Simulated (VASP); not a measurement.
# Zn2GeN2 (P-3m1) in VASP: notebook

Zn2GeN2 is run at these levels: PBE; tasks: single point.

All numbers are computed with VASP 6.6.1; they aren't measurements. Logs are shortened: lines on timing, memory, paths and dates and some standing lists are left out, and cuts for length are marked.

**1. The cell of the first run**

Symmetry: P-3m1, No. 164, trigonal system. The conventional cell has a = 5.835 Å, b = 5.835 Å, c = 4.293 Å, α = 90.00°, β = 90.00°, γ = 120.00°. Within 4.6 Å of Zn (site symmetry 3m) lie 9 N at 3.38 to 4.00 Å and 6 Ge at 3.58 to 4.57 Å and 8 Zn at 3.85 to 4.29 Å. Within 1.3 Å of Ge (site symmetry -3m) lie 2 N at 0.94 Å. Within 1.3 Å of N (site symmetry 3m) lie 1 Ge at 0.94 Å.

The cell was generated, and may not be a known phase.

**2. Single point, PBE**

The input, INCAR:

```
  PREC = Accurate
  ENCUT = 520
  EDIFF = 1E-6
  ISMEAR = 0
  SIGMA = 0.1
  LREAL = F
  LASPH = T
  NELM = 100
  ALGO = Normal
  ISIF = 2
  LWAVE = F
  LCHARG = F
  GGA = PE
  NBANDS = 32
```

The input, KPOINTS:

```
regular mesh
0
Gamma
  3 3 4
```

The input, POSCAR:

```
Zn2GeN2
1.0
    5.8352483400      0.0000000000      0.0000000000
   -2.9176241700      5.0534733000      0.0000000000
    0.0000000000      0.0000000000      4.2927002400
Zn Ge N
2 1 2
Direct
    0.3333333300      0.6666666700      0.2177249900
    0.6666666700      0.3333333300      0.7822750100
    0.0000000000      0.0000000000      0.5000000000
    0.0000000000      0.0000000000      0.7184994300
    0.0000000000      0.0000000000      0.2815005700
```

Potentials or basis: VASP PAW PBE potentials, release 64 (Zn, Ge_d, N).

Started as:

```sh
$ cat potpaw_PBE.64/Zn/POTCAR potpaw_PBE.64/Ge_d/POTCAR potpaw_PBE.64/N/POTCAR > POTCAR
$ mpirun -np 1 vasp_std > vasp.out
```

OUTCAR:

```text
PREC = Accurate
   ENCUT = 520
   EDIFF = 1E-6
   ISMEAR = 0
   LREAL = F
   LASPH = T
   NELM = 100
   ISIF = 2
   GGA = PE

 ion  position               nearest neighbor table
   1  0.333  0.667  0.218-
   2  0.667  0.333  0.782-
   3  0.000  0.000  0.500-   4 0.94   5 0.94
   4  0.000  0.000  0.718-   3 0.94
   5  0.000  0.000  0.282-   3 0.94

 -----------------------------------------------------------------------------
|                                                                             |
|           W    W    AA    RRRRR   N    N  II  N    N   GGGG   !!!           |
|           W    W   A  A   R    R  NN   N  II  NN   N  G    G  !!!           |
|           W    W  A    A  R    R  N N  N  II  N N  N  G       !!!           |
|           W WW W  AAAAAA  RRRRR   N  N N  II  N  N N  G  GGG   !            |
|           WW  WW  A    A  R   R   N   NN  II  N   NN  G    G                |
|           W    W  A    A  R    R  N    N  II  N    N   GGGG   !!!           |
|                                                                             |
|     The distance between some ions is very small. Please check the          |
|     nearest-neighbor list in the OUTCAR file.                               |
|     I HOPE YOU KNOW WHAT YOU ARE DOING!                                     |
|                                                                             |
 -----------------------------------------------------------------------------

  LATTYP: Found a hexagonal cell.
 ALAT       =     5.8352483400
 C/A-ratio  =     0.7356499655

  Lattice vectors:

 A1 = (   5.8352483400,   0.0000000000,   0.0000000000)
 A2 = (  -2.9176241700,   5.0534733000,   0.0000000000)
 A3 = (   0.0000000000,   0.0000000000,   4.2927002400)

Analysis of symmetry for initial positions (statically):
=====================================================================
 Subroutine PRICEL returns:
 Original cell was already a primitive cell.

 Routine SETGRP: Setting up the symmetry group for a
 hexagonal supercell.

 Subroutine GETGRP returns: Found 12 space group operations
 (whereof 12 operations were pure point group operations)
 out of a pool of 24 trial point group operations.

The static configuration has the point symmetry D_3d.

Analysis of symmetry for dynamics (positions and initial velocities):
=====================================================================
 Subroutine PRICEL returns:
 Original cell was already a primitive cell.

 Routine SETGRP: Setting up the symmetry group for a
 hexagonal supercell.

 Subroutine GETGRP returns: Found 12 space group operations
 (whereof 12 operations were pure point group operations)
 out of a pool of 24 trial point group operations.

The dynamic configuration has the point symmetry D_3d.

 Subroutine INISYM returns: Found 12 space group operations
 (whereof 12 operations are pure point group operations),
 and found     1 'primitive' translations

----------------------------------------------------------------------------------------

                                     Primitive cell

  volume of cell :     126.5843

  direct lattice vectors                    reciprocal lattice vectors
     5.835248340  0.000000000  0.000000000     0.171372312  0.098941851  0.000000000
    -2.917624170  5.053473300  0.000000000     0.000000000  0.197883701  0.000000000
     0.000000000  0.000000000  4.292700240     0.000000000  0.000000000  0.232953606

  length of vectors
     5.835248340  5.835248340  4.292700240     0.197883701  0.197883701  0.232953606

  position of ions in fractional coordinates (direct lattice)
     0.333333330  0.666666670  0.217724990
     0.666666670  0.333333330  0.782275010
     0.000000000  0.000000000  0.500000000
     0.000000000  0.000000000  0.718499430
     0.000000000  0.000000000  0.281500570

  ion indices of the primitive-cell ions
   primitive index   ion index
                 1           1
                 2           2
                 3           3
                 4           4
                 5           5

----------------------------------------------------------------------------------------

 KPOINTS: regular mesh

Automatic generation of k-mesh.
 Grid dimensions read from file:
 generate k-points for:    3    3    4

 Generating k-lattice:

  Cartesian coordinates                     Fractional coordinates (reciprocal lattice)
     0.057124104  0.032980617  0.000000000     0.333333333  0.000000000  0.000000000
     0.000000000  0.065961234  0.000000000     0.000000000  0.333333333  0.000000000
     0.000000000  0.000000000  0.058238401     0.000000000  0.000000000  0.250000000

  Length of vectors
     0.065961234  0.065961234  0.058238401

  Shift w.r.t. Gamma in fractional coordinates (k-lattice)
     0.000000000  0.000000000  0.000000000

 Subroutine IBZKPT returns following result:
 ===========================================

 Found     10 irreducible k-points:

 Following reciprocal coordinates:
            Coordinates               Weight
  0.000000  0.000000  0.000000      1.000000
  0.333333  0.000000  0.000000      6.000000
  0.333333  0.333333  0.000000      2.000000
  0.000000  0.000000  0.250000      2.000000
  0.333333  0.000000  0.250000      6.000000
  0.000000  0.333333  0.250000      6.000000
  0.333333  0.333333  0.250000      4.000000
  0.000000  0.000000  0.500000      1.000000
  0.333333  0.000000  0.500000      6.000000
  0.333333  0.333333  0.500000      2.000000
   k-points           NKPTS =     10   k-points in BZ     NKDIM =     10   number of bands    NBANDS=     32
   number of dos      NEDOS =    301   number of ions     NIONS =      5
   total plane-waves  NPLWV =  73728
   dimension x,y,z NGX =    48 NGY =   48 NGZ =   32
   dimension x,y,z NGXF=    96 NGYF=   96 NGZF=   64
   ions per type =               2   1   2
   NGX,Y,Z   is equivalent  to a cutoff of  13.68, 13.68, 12.39 a.u.
   NGXF,Y,Z  is equivalent  to a cutoff of  27.35, 27.35, 24.79 a.u.
 SYSTEM =  unknown system
   PREC   = accura    normal or accurate (medium, high low for compatibility)
   ISTART =      0    job   : 0-new  1-cont  2-samecut
   ICHARG =      2    charge: 1-file 2-atom 10-const
   ISPIN  =      1    spin polarized calculation?
   LNONCOLLINEAR =      F non collinear calculations
   LSORBIT =      F    spin-orbit coupling
   LASPH  =      T    aspherical Exc in radial PAW
   ENCUT  =  520.0 eV  38.22 Ry    6.18 a.u.  10.85 10.85  7.98*2*pi/ulx,y,z
   NELM   =    100;   NELMIN=  2; NELMDL= -5     # of ELM steps
   EDIFF  = 0.1E-05   stopping-criterion for ELM
   LREAL  =      F    real-space projection
[... 7 lines left out ...]
   TEBEG  =    0.0;   TEEND  =   0.0 temperature during run
   PSTRESS=    0.0 pullay stress
   NELECT =      48.0000    total number of electrons
   NUPDOWN=      -1.0000    fix difference up-down
   EMIN   =  10.00;   EMAX   =-10.00  energy-range for DOS
   EFERMI =   0.00;   METHOD = LEGACY
   ISMEAR =     0;   SIGMA  =   0.10  broadening in eV -4-tet -1-fermi 0-gaus
   EFERMI_NEDOS =   21; number of points for ismear=-14 and -15
   IALGO  =     38    algorithm
   IMIX   =      4    mixing-type and parameters
     AMIX     =   0.40;   BMIX     =  1.00
     AMIX_MAG =   1.60;   BMIX_MAG =  1.00
  volume/ion in A,a.u.               =      25.32       170.85
  Fermi-wavevector in a.u.,A,eV,Ry     =   1.184937  2.239206 19.103612  1.404076
  Thomas-Fermi vector in A             =   2.321141
   LORBIT       =      0    0 simple, 1 ext, 2 COOP (PROOUT), +10 PAW based schemes
   GGA     = PE    functional components
   LHFCALC =     F    Hartree Fock is set to
   AEXX    =    0.0000 exact exchange contribution
   IVDW    =     0    specifies the selected vdW correction
   LEPSILON=     F    determine dielectric tensor
   LRPA    =     F    only Hartree local field effects (RPA)
 non-spin polarized calculation
 Gauss-broadening in eV      SIGMA  =   0.10
  energy-cutoff  :      520.00
  volume of cell :      126.58
 maximum number of plane-waves:      3424
 NGX is ok and might be reduce to    48
   NGX = 21   NGY = 21   NGZ = 15

 number of electron      48.0000015 magnetization

 Free energy of the ion-electron system (eV)
  ---------------------------------------------------
  ext. energy  EPLUGINS =         0.00000000
  ---------------------------------------------------
  free energy    TOTEN  =        94.20007138 eV

  energy without entropy =       94.21415292  energy(sigma->0) =       94.20711215

 E-fermi :  -0.7451     XC(G=0):  -7.6116

 val. band max:       -1.0931841831   @ k =   0.0000   0.3333   0.2500
 cond. band min:      -0.7438011917   @ k =   0.0000   0.0000   0.2500
 fundamental gap:      0.3493829915
 Fermi energy:        -0.7451485656

 k-point     1 :       0.0000    0.0000    0.0000
  band No.  band energies     occupation
      1     -38.2082      2.00000
      2     -33.5976      2.00000
      3     -33.5976      2.00000
      4     -28.2481      2.00000
      5     -28.2481      2.00000
      6     -14.2000      2.00000
[... 24 lines left out ...]
     31       6.5923      0.00000
     32       7.6576      0.00000

 k-point     2 :       0.3333    0.0000    0.0000
  band No.  band energies     occupation
      1     -38.2086      2.00000
      2     -33.5978      2.00000
      3     -33.5977      2.00000
      4     -28.2481      2.00000
      5     -28.2481      2.00000
      6     -14.1898      2.00000
[... 24 lines left out ...]
     31       6.1255      0.00000
     32       7.6573      0.00000

 k-point     3 :       0.3333    0.3333    0.0000
  band No.  band energies     occupation
      1     -38.2088      2.00000
      2     -33.5984      2.00000
      3     -33.5984      2.00000
      4     -28.2481      2.00000
      5     -28.2481      2.00000
      6     -14.1847      2.00000
[... 24 lines left out ...]
     31       6.9319      0.00000
     32       7.9171      0.00000

 k-point     4 :       0.0000    0.0000    0.2500
  band No.  band energies     occupation
      1     -38.2115      2.00000
      2     -33.5985      2.00000
      3     -33.5985      2.00000
      4     -28.2481      2.00000
      5     -28.2481      2.00000
      6     -14.0807      2.00000
[... 24 lines left out ...]
     31       5.0254      0.00000
     32       7.4700      0.00000

 k-point     5 :       0.3333    0.0000    0.2500
  band No.  band energies     occupation
      1     -38.2117      2.00000
      2     -33.5986      2.00000
      3     -33.5984      2.00000
      4     -28.2481      2.00000
      5     -28.2481      2.00000
      6     -14.0719      2.00000
[... 24 lines left out ...]
     31       5.9628      0.00000
     32       7.8106      0.00000

 k-point     6 :       0.0000    0.3333    0.2500
  band No.  band energies     occupation
      1     -38.2117      2.00000
      2     -33.5986      2.00000
      3     -33.5984      2.00000
      4     -28.2481      2.00000
      5     -28.2481      2.00000
      6     -14.0719      2.00000
[... 24 lines left out ...]
     31       5.8092      0.00000
     32       7.2993      0.00000

 k-point     7 :       0.3333    0.3333    0.2500
  band No.  band energies     occupation
      1     -38.2113      2.00000
      2     -33.5984      2.00000
      3     -33.5984      2.00000
      4     -28.2481      2.00000
      5     -28.2481      2.00000
      6     -14.0665      2.00000
[... 24 lines left out ...]
     31       5.6564      0.00000
     32       8.9369      0.00000

 k-point     8 :       0.0000    0.0000    0.5000
  band No.  band energies     occupation
      1     -38.2115      2.00000
      2     -33.5988      2.00000
      3     -33.5988      2.00000
      4     -28.2481      2.00000
      5     -28.2481      2.00000
      6     -13.9251      2.00000
[... 24 lines left out ...]
     31       3.8861      0.00000
     32       6.7998      0.00000

 k-point     9 :       0.3333    0.0000    0.5000
  band No.  band energies     occupation
      1     -38.2127      2.00000
      2     -33.5992      2.00000
      3     -33.5988      2.00000
      4     -28.2481      2.00000
      5     -28.2481      2.00000
      6     -13.9191      2.00000
[... 24 lines left out ...]
     31       5.2665      0.00000
     32       7.7393      0.00000

 k-point    10 :       0.3333    0.3333    0.5000
  band No.  band energies     occupation
      1     -38.2126      2.00000
      2     -33.5989      2.00000
      3     -33.5989      2.00000
      4     -28.2481      2.00000
      5     -28.2481      2.00000
      6     -13.9150      2.00000
[... 24 lines left out ...]
     31       5.7304      0.00000
     32       7.9412      0.00000

------------------------ aborting loop because EDIFF is reached ----------------------------------------

  FORCE on cell =-STRESS in cart. coord.  units (eV):
  Direction    XX          YY          ZZ          XY          YZ          ZX
  --------------------------------------------------------------------------------------
  -------------------------------------------------------------------------------------
  Total       -0.6640718     -0.6640718    561.0832752      0.0000000      0.0000000      0.0000000
  in kB       -8.4051554     -8.4051554   7101.6297134      0.0000000      0.0000000      0.0000000
  external PRESSURE =    2361.6064675 kB  Pullay stress =       0.0000000 kB

 VOLUME and BASIS-vectors are now :
 -----------------------------------------------------------------------------
  energy-cutoff  :      520.00
  volume of cell :      126.58
      direct lattice vectors                 reciprocal lattice vectors
     5.835248340  0.000000000  0.000000000     0.171372312  0.098941851  0.000000000
    -2.917624170  5.053473300  0.000000000     0.000000000  0.197883701  0.000000000
     0.000000000  0.000000000  4.292700240     0.000000000  0.000000000  0.232953606

 POSITION                                       TOTAL-FORCE (eV/Angst)
 -----------------------------------------------------------------------------------
     -0.00000      3.36898      0.93463         0.000000     -0.000000     -0.119500
      2.91762      1.68449      3.35807        -0.000000      0.000000      0.119500
      0.00000      0.00000      2.14635        -0.000000      0.000000      0.000000
      0.00000      0.00000      3.08430        -0.000000     -0.000000    306.441401
      0.00000      0.00000      1.20840        -0.000000      0.000000   -306.441401
 -----------------------------------------------------------------------------------
    total drift:                                0.000000     -0.000000     -0.000000

  FREE ENERGIE OF THE ION-ELECTRON SYSTEM (eV)
  ---------------------------------------------------
  free  energy   TOTEN  =        94.2000713810 eV

  energy  without entropy=       94.2141529163  energy(sigma->0) =       94.20711215
```

Wall time 57 s (1 thread of Intel Xeon 8259CL, shared host); peak memory 0.27 GiB.

What came out:

* Free energy: 94.2001 eV
* Pressure: 236.2 GPa
* Largest force: 306.441 eV/Å
* Band gap on the k mesh: zero (bands 24 and 25 overlap by 0.04 eV)

Forces in eV/Å, atoms in the order of the input:
```
Zn     0.000    0.000   -0.119
Zn     0.000    0.000    0.119
Ge     0.000    0.000    0.000
N      0.000    0.000  306.441
N      0.000    0.000 -306.441
```

Levels at points of the mesh, in eV from the Fermi level:
```csv
k point,band 20,band 21,band 22,band 23,band 24,band 25,band 26,band 27,band 28,band 29
"(0.00, 0.00, 0.00)",-3.51,-2.67,-0.62,-0.62,0.09,1.09,2.78,2.78,5.20,5.39
"(0.00, 0.00, 0.50)",-2.01,-1.30,-1.30,-1.00,-0.95,0.06,3.48,3.79,4.53,4.53
```

Caveat: the k points lie up to 0.41 Å⁻¹ apart; atoms lie so close that the PAW spheres overlap strongly, which falsifies energies and pressures; forces of over 1 eV/Å act on the atoms, so gaps and moduli don't describe the material at rest.

(Continued in part 2 of 2.)

The gap in the log of VASP goes by the Fermi energy; the results here count the filled bands.